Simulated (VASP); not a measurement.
Input of a VASP 6.6.1 run:

INCAR

```
SYSTEM = Co
  PREC = Accurate
  ENCUT = 520
  EDIFF = 1E-6
  ISMEAR = -1
  SIGMA = 0.05
  LREAL = .FALSE.
  LASPH = .TRUE.
  NELM = 150
  ALGO = Normal
  ISIF = 2
  LWAVE = .FALSE.
  LCHARG = .FALSE.
  ISPIN = 2
  MAGMOM = -1.692 -1.692
  LORBIT = 11
  LMAXMIX = 4
  GGA = B5
  ALDAX = 1.0
  AGGAX = 1.0
  AGGAC = 1.0
  ALDAC = 0.0
  NBANDS = 20
```

KPOINTS

```
regular mesh
0
G
  18 18 9
  0 0 0
```

Contents of POSCAR:

```
Co
1.0
   -1.7676945332      1.4527065653      1.2957103087
    1.4527065653     -1.7676945332      1.2957103087
    3.2755109629      3.2755109629     -1.8726113489
Co
2
Direct
    0.9583031049      0.0416968951      0.0000000000
    0.7916968951      0.2083031049      0.5000000000
```

Potentials or basis: VASP PAW PBE potentials, release 64 (Co).

Launch:

```sh
$ cat potpaw_PBE.64/Co/POTCAR > POTCAR
$ mpirun -np 1 vasp_std > vasp.out
```

**Question.** Estimate the site moments.

**Answer.** Co -1.72 μB.

**Question.** Predict the net moment.

**Answer.** -3.36 μB per cell.

Stress tensor (GPa, compression positive):
```
-16.12  -0.14  -0.02
 -0.14 -16.12  -0.02
 -0.02  -0.02 -16.01
```

Caveat: the cell stands under tension; the PAW data sets were made with another functional, which shifts forces and pressure a little.
